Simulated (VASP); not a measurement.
# Ge (Im-3m) in VASP: relaxation of cell and atoms with PBE

Aim: the relaxation of cell and atoms of Ge with PBE.

Program: VASP 6.6.1. These are calculated values, not measurements. Logs are shortened: lines on timing, memory, paths and dates and some standing lists are left out, and cuts for length are marked.

**1. The cell of the first run**

Symmetry: Im-3m, No. 229, cubic system. Conventional cell: a = 7.946 Å, b = 7.946 Å, c = 7.946 Å, α = 90.00°, β = 90.00°, γ = 90.00°. Within 3.3 Å of Ge (site symmetry 3m) lie 4 Ge at 2.48 to 2.54 Å.

The cell was built from a structure type or drawn by symmetry, and may not be a known phase.

**2. Relaxation of cell and atoms, PBE**

Contents of INCAR:

```
SYSTEM = Ge
ALGO     = Fast           ! electronic algorithm
EDIFF    = 1E-6           ! SCF threshold, eV
EDIFFG   = -0.01          ! ionic threshold
ENCUT    = 600            ! plane-wave cutoff, eV
GGA      = PE             ! functional
IBRION   = 2              ! ionic algorithm
ISIF     = 3              ! what is computed and relaxed
ISMEAR   = 0              ! smearing method
LASPH    = .True.         ! aspherical terms in the spheres
LCHARG   = .False.        ! write CHGCAR
LREAL    = .False.        ! projectors in reciprocal space
LWAVE    = .False.        ! write WAVECAR
NELM     = 100            ! most SCF steps
NSW      = 100            ! ionic steps
PREC     = Accurate       ! precision mode
SIGMA    = 0.1            ! smearing width, eV
```

Contents of KPOINTS:

```
k-points
0
Gamma
  8 8 8
  0 0 0
```

Contents of POSCAR:

```
Ge
1.0
   -3.9728606405      3.9728606405      3.9728606405
    3.9728606405     -3.9728606405      3.9728606405
    3.9728606405      3.9728606405     -3.9728606405
Ge
8
Direct
    0.3195201387      0.3195201387      0.3195201387
    0.0000000000      0.0000000000      0.6804798613
    0.0000000000      0.6804798613      0.0000000000
    0.6804798613      0.0000000000      0.0000000000
    0.6804798613      0.6804798613      0.6804798613
    0.0000000000      0.0000000000      0.3195201387
    0.0000000000      0.3195201387      0.0000000000
    0.3195201387      0.0000000000      0.0000000000
```

Potentials or basis: VASP PAW PBE potentials, release 64 (Ge_d).

Started as:

```
> cat potpaw_PBE.64/Ge_d/POTCAR > POTCAR
> mpirun -np 1 vasp_std > vasp.out
```

OUTCAR:

```text
SYSTEM = Ge
   EDIFF = 1E-6
   EDIFFG = -0.01
   ENCUT = 600
   GGA = PE
   IBRION = 2
   ISIF = 3
   ISMEAR = 0
   LASPH = .True.
   LREAL = .False.
   NELM = 100
   NSW = 100
   PREC = Accurate

 ion  position               nearest neighbor table
   1  0.320  0.320  0.320-   5 2.48   6 2.54   7 2.54   8 2.54
   2  0.000  0.000  0.680-   6 2.48   5 2.54   7 2.54   8 2.54
   3  0.000  0.680  0.000-   7 2.48   6 2.54   5 2.54   8 2.54
   4  0.680  0.000  0.000-   8 2.48   6 2.54   7 2.54   5 2.54
   5  0.680  0.680  0.680-   1 2.48   2 2.54   3 2.54   4 2.54
   6  0.000  0.000  0.320-   2 2.48   1 2.54   3 2.54   4 2.54
   7  0.000  0.320  0.000-   3 2.48   2 2.54   1 2.54   4 2.54
   8  0.320  0.000  0.000-   4 2.48   2 2.54   3 2.54   1 2.54

  LATTYP: Found a body centered cubic cell.
 ALAT       =     7.9457212810

  Lattice vectors:

 A1 = (  -3.9728606405,   3.9728606405,   3.9728606405)
 A2 = (   3.9728606405,  -3.9728606405,   3.9728606405)
 A3 = (   3.9728606405,   3.9728606405,  -3.9728606405)

Analysis of symmetry for initial positions (statically):
=====================================================================
 Subroutine PRICEL returns:
 Original cell was already a primitive cell.

 Routine SETGRP: Setting up the symmetry group for a
 body centered cubic supercell.

 Subroutine GETGRP returns: Found 48 space group operations
 (whereof 48 operations were pure point group operations)
 out of a pool of 48 trial point group operations.

The static configuration has the point symmetry O_h .

Analysis of symmetry for dynamics (positions and initial velocities):
=====================================================================
 Subroutine PRICEL returns:
 Original cell was already a primitive cell.

 Routine SETGRP: Setting up the symmetry group for a
 body centered cubic supercell.

 Subroutine GETGRP returns: Found 48 space group operations
 (whereof 48 operations were pure point group operations)
 out of a pool of 48 trial point group operations.

The dynamic configuration has the point symmetry O_h .

 Subroutine INISYM returns: Found 48 space group operations
 (whereof 48 operations are pure point group operations),
 and found     1 'primitive' translations

----------------------------------------------------------------------------------------

                                     Primitive cell

  volume of cell :     250.8245

  direct lattice vectors                    reciprocal lattice vectors
    -3.972860640  3.972860640  3.972860640     0.000000000  0.125853899  0.125853899
     3.972860640 -3.972860640  3.972860640     0.125853899  0.000000000  0.125853899
     3.972860640  3.972860640 -3.972860640     0.125853899  0.125853899  0.000000000

  length of vectors
     6.881196481  6.881196481  6.881196481     0.177984290  0.177984290  0.177984290

  position of ions in fractional coordinates (direct lattice)
     0.319520139  0.319520139  0.319520139
     0.000000000  0.000000000  0.680479861
     0.000000000  0.680479861  0.000000000
     0.680479861  0.000000000  0.000000000
     0.680479861  0.680479861  0.680479861
     0.000000000  0.000000000  0.319520139
     0.000000000  0.319520139  0.000000000
     0.319520139  0.000000000  0.000000000

  ion indices of the primitive-cell ions
   primitive index   ion index
                 1           1
                 2           2
                 3           3
                 4           4
                 5           5
                 6           6
                 7           7
                 8           8

----------------------------------------------------------------------------------------

 KPOINTS: k-points

Automatic generation of k-mesh.
 Grid dimensions read from file:
 generate k-points for:    8    8    8

 Generating k-lattice:

  Cartesian coordinates                     Fractional coordinates (reciprocal lattice)
     0.000000000  0.015731737  0.015731737     0.125000000  0.000000000  0.000000000
     0.015731737  0.000000000  0.015731737     0.000000000  0.125000000  0.000000000
     0.015731737  0.015731737  0.000000000     0.000000000  0.000000000  0.125000000

  Length of vectors
     0.022248036  0.022248036  0.022248036

  Shift w.r.t. Gamma in fractional coordinates (k-lattice)
     0.000000000  0.000000000  0.000000000

 Subroutine IBZKPT returns following result:
 ===========================================

 Found     29 irreducible k-points:

 Following reciprocal coordinates:
            Coordinates               Weight
  0.000000  0.000000  0.000000      1.000000
  0.125000  0.000000  0.000000     12.000000
  0.250000  0.000000  0.000000     12.000000
  0.375000  0.000000  0.000000     12.000000
  0.500000  0.000000  0.000000      6.000000
  0.125000  0.125000  0.000000     24.000000
[... 16 lines left out ...]
 -0.250000  0.250000  0.250000      6.000000
 -0.375000  0.375000  0.250000     24.000000
 [... further k-points ...]
   k-points           NKPTS =     29   k-points in BZ     NKDIM =     29   number of bands    NBANDS=     67
   number of dos      NEDOS =    301   number of ions     NIONS =      8
   total plane-waves  NPLWV = 175616
   dimension x,y,z NGX =    56 NGY =   56 NGZ =   56
   dimension x,y,z NGXF=   112 NGYF=  112 NGZF=  112
   ions per type =               8
   NGX,Y,Z   is equivalent  to a cutoff of  13.53, 13.53, 13.53 a.u.
   NGXF,Y,Z  is equivalent  to a cutoff of  27.06, 27.06, 27.06 a.u.
 SYSTEM =  Ge
   PREC   = accura    normal or accurate (medium, high low for compatibility)
   ISTART =      0    job   : 0-new  1-cont  2-samecut
   ICHARG =      2    charge: 1-file 2-atom 10-const
   ISPIN  =      1    spin polarized calculation?
   LNONCOLLINEAR =      F non collinear calculations
   LSORBIT =      F    spin-orbit coupling
   LASPH  =      T    aspherical Exc in radial PAW
   ENCUT  =  600.0 eV  44.10 Ry    6.64 a.u.  13.74 13.74 13.74*2*pi/ulx,y,z
   NELM   =    100;   NELMIN=  2; NELMDL= -5     # of ELM steps
   EDIFF  = 0.1E-05   stopping-criterion for ELM
   LREAL  =      F    real-space projection
   EDIFFG = -.1E-01   stopping-criterion for IOM
   NSW    =    100    number of steps for IOM
   IBRION =      2    ionic relax: 0-MD 1-quasi-New 2-CG
   NFREE  =      1    steps in history (QN), initial steepest desc. (CG)
   ISIF   =      3    stress and relaxation
   ISYM   =      2    0-nonsym 1-usesym 2-fastsym
   POTIM  = 0.5000    time-step for ionic-motion
   TEBEG  =    0.0;   TEEND  =   0.0 temperature during run
   PSTRESS=    0.0 pullay stress
   NELECT =     112.0000    total number of electrons
   NUPDOWN=      -1.0000    fix difference up-down
   EMIN   =  10.00;   EMAX   =-10.00  energy-range for DOS
   EFERMI =   0.00;   METHOD = LEGACY
   ISMEAR =     0;   SIGMA  =   0.10  broadening in eV -4-tet -1-fermi 0-gaus
   EFERMI_NEDOS =   21; number of points for ismear=-14 and -15
   IALGO  =     68    algorithm
   IMIX   =      4    mixing-type and parameters
     AMIX     =   0.40;   BMIX     =  1.00
     AMIX_MAG =   1.60;   BMIX_MAG =  1.00
  volume/ion in A,a.u.               =      31.35       211.58
  Fermi-wavevector in a.u.,A,eV,Ry     =   1.251289  2.364593 21.302959  1.565723
  Thomas-Fermi vector in A             =   2.385243
   LORBIT       =      0    0 simple, 1 ext, 2 COOP (PROOUT), +10 PAW based schemes
   GGA     = PE    functional components
   LHFCALC =     F    Hartree Fock is set to
   AEXX    =    0.0000 exact exchange contribution
   IVDW    =     0    specifies the selected vdW correction
   LEPSILON=     F    determine dielectric tensor
   LRPA    =     F    only Hartree local field effects (RPA)
 conjugate gradient relaxation of ions
 non-spin polarized calculation
 RMM-DIIS sequential band-by-band and
 Gauss-broadening in eV      SIGMA  =   0.10
  energy-cutoff  :      600.00
  volume of cell :      250.82
 maximum number of plane-waves:      8440
   NGX = 27   NGY = 27   NGZ = 27

--------------------------------------- Ionic step        1  -------------------------------------------

 number of electron     111.9999937 magnetization

 Free energy of the ion-electron system (eV)
  ---------------------------------------------------
  ext. energy  EPLUGINS =         0.00000000
  ---------------------------------------------------
  free energy    TOTEN  =       -33.98973956 eV

  energy without entropy =      -33.98813286  energy(sigma->0) =      -33.98893621

------------------------ aborting loop because EDIFF is reached ----------------------------------------

  FORCE on cell =-STRESS in cart. coord.  units (eV):
  Direction    XX          YY          ZZ          XY          YZ          ZX
  --------------------------------------------------------------------------------------
  -------------------------------------------------------------------------------------
  Total       -0.3363101     -0.3363101     -0.3363101     -0.0000000      0.0000000      0.0000000
  in kB       -2.1482289     -2.1482289     -2.1482289     -0.0000000      0.0000000      0.0000000
  external PRESSURE =      -2.1482289 kB  Pullay stress =       0.0000000 kB
[... 195 lines left out ...]
  energy  without entropy=      -33.9891719750  energy(sigma->0) =      -33.98990898

--------------------------------------- Ionic step        6  -------------------------------------------

 number of electron     111.9999934 magnetization

 Free energy of the ion-electron system (eV)
  ---------------------------------------------------
  ext. energy  EPLUGINS =         0.00000000
  ---------------------------------------------------
  free energy    TOTEN  =       -33.99072843 eV

  energy without entropy =      -33.98927694  energy(sigma->0) =      -33.99000268

 E-fermi :   2.2915     XC(G=0):  -8.0556

 val. band max:        2.2908129542   @ k =   0.5000   0.5000   0.5000
 cond. band min:       2.4536825858   @ k =   0.2500   0.2500   0.1250
 fundamental gap:      0.1628696315
 Fermi energy:         2.2914755456

 k-point     1 :       0.0000    0.0000    0.0000
  band No.  band energies     occupation
      1     -22.3180      2.00000
      2     -22.2805      2.00000
      3     -22.2805      2.00000
      4     -22.2805      2.00000
      5     -22.2413      2.00000
      6     -22.2413      2.00000
[... 1669 lines left out ...]
     66       6.8382      0.00000
     67       7.2360      0.00000

 [... further k-points ...]
[... 5 lines left out ...]
  --------------------------------------------------------------------------------------
  -------------------------------------------------------------------------------------
  Total       -0.0186539     -0.0186539     -0.0186539     -0.0000000      0.0000000      0.0000000
  in kB       -0.1198379     -0.1198379     -0.1198379     -0.0000000      0.0000000      0.0000000
  external PRESSURE =      -0.1198379 kB  Pullay stress =       0.0000000 kB
[... 23 lines left out ...]
  FREE ENERGIE OF THE ION-ELECTRON SYSTEM (eV)
  ---------------------------------------------------
  free  energy   TOTEN  =       -33.9907284315 eV

  energy  without entropy=      -33.9892769355  energy(sigma->0) =      -33.99000268

 reached required accuracy - stopping structural energy minimisation
```

Run time: 57 min. Hardware: 1 thread of Oxide Virtual Turin-like, shared host; peak memory 0.68 GiB.

Results:

| Item | Value |
| --- | --- |
| Free energy | -33.9907 eV |
| Relaxed volume | 31.17 Å³/atom |
| Relaxed cell | a = 6.868 Å, b = 6.868 Å, c = 6.868 Å, α = 109.47°, β = 109.47°, γ = 109.47° |
| Space group after relaxing (to 0.1 Å) | Im-3m (No. 229) |
| Energy gained by relaxing | 0.1 meV/atom |
| Ionic steps | 6 |
| Pressure after relaxing | 0.0 GPa |
| Band gap on the k mesh | zero (bands 56 and 57 overlap by 0.10 eV) |

Forces in eV/Å, atoms in the order of the input:
```
Ge  -0.001 -0.001 -0.001
Ge   0.001  0.001 -0.001
Ge   0.001 -0.001  0.001
Ge  -0.001  0.001  0.001
Ge   0.001  0.001  0.001
Ge  -0.001 -0.001  0.001
Ge  -0.001  0.001 -0.001
Ge   0.001 -0.001 -0.001
```

The path:
| step | energy change (eV) | largest force (eV/Å) | pressure (GPa) | volume (Å³) |
| --- | --- | --- | --- | --- |
| 1 | 0.0000 | 0.0224 | -0.21 | 250.82 |
| 2 | -0.0009 | 0.0199 | 0.05 | 249.30 |
| 3 | -0.0009 | 0.0243 | 0.01 | 249.53 |
| 4 | -0.0009 | 0.0195 | 0.06 | 249.46 |
| 5 | -0.0009 | 0.0244 | -0.05 | 249.50 |
| 6 | -0.0010 | 0.0020 | -0.01 | 249.39 |

Final structure:
```cif
data_structure
_symmetry_space_group_name_H-M 'P 1'
_symmetry_Int_Tables_number 1
_cell_length_a 6.8681
_cell_length_b 6.8681
_cell_length_c 6.8681
_cell_angle_alpha 109.471
_cell_angle_beta 109.471
_cell_angle_gamma 109.471
_cell_volume 249.39
loop_
_atom_site_label
_atom_site_type_symbol
_atom_site_fract_x
_atom_site_fract_y
_atom_site_fract_z
_atom_site_occupancy
Ge1 Ge 0.31980 0.31980 0.31980 1
Ge2 Ge 0.00000 0.00000 0.68020 1
Ge3 Ge 0.00000 0.68020 0.00000 1
Ge4 Ge 0.68020 0.00000 0.00000 1
Ge5 Ge 0.68020 0.68020 0.68020 1
Ge6 Ge 0.00000 0.00000 0.31980 1
Ge7 Ge 0.00000 0.31980 0.00000 1
Ge8 Ge 0.31980 0.00000 0.00000 1
```

Levels at points of the mesh, in eV from the Fermi level:
```csv
k point,band 54,band 55,band 56,band 57,band 58,band 59
"(0.00, 0.00, 0.00)",-0.76,-0.10,-0.10,-0.10,1.09,1.09
"(0.50, 0.00, 0.00)",-1.18,-0.94,-0.71,1.17,1.54,2.09
"(0.50, 0.50, 0.50)",0.00,0.00,0.00,0.43,1.91,1.91
```

Caveat: semilocal functionals underestimate gaps, so a narrow gap can read as zero.
